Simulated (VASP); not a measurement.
Set up this calculation in VASP 6.6.1, as the native input.

```yaml
Task: single point
Functional: PBE
Potentials_or_basis: VASP PAW PBE potentials, release 64 (Mn_pv)
Cutoff: 500 eV
k_mesh: 8 × 8 × 8
Occupations: fermi-dirac, width 0.1 eV
Spin: no spin polarisation
Dipole_correction: no
Further_INCAR_settings: ALGO = Normal; EDIFF = 1e-06; NBANDS = 12
```

The structure of Mn lies in POSCAR:

```
Mn
1.0
   -1.5485800000      1.5485800000      1.5485800000
    1.5485800000     -1.5485800000      1.5485800000
    1.5485800000      1.5485800000     -1.5485800000
Mn
1
Direct
    0.0000000000      0.0000000000      0.0000000000
```

These files were run (other wordings do the same):

INCAR

```
SYSTEM = Mn
PREC = Accurate
ENCUT = 500
EDIFF = 1E-6
ISMEAR = -1
SIGMA = 0.1
LREAL = .FALSE.
LASPH = .TRUE.
NELM = 120
ALGO = Normal
ISIF = 2
LWAVE = .FALSE.
LCHARG = .FALSE.
GGA = PE
NBANDS = 12
GGA_COMPAT = .FALSE.
```

KPOINTS

```
regular mesh
0
G
  8 8 8
  0 0 0
```

Potentials or basis: VASP PAW PBE potentials, release 64 (Mn_pv).

The run is started by

```console
$ cat potpaw_PBE.64/Mn_pv/POTCAR > POTCAR
$ mpirun -np 1 vasp_std > vasp.out
```

It gave:

```json
{"Pressure": "-42.4 GPa"}
```

Caveat: the run has no spin polarisation, though such a crystal can be magnetic.

Run time: 3.5 s on 1 thread of AMD EPYC 9R45 96-Core Processor (Zen 5), on a shared host, peak memory 0.09 GiB.
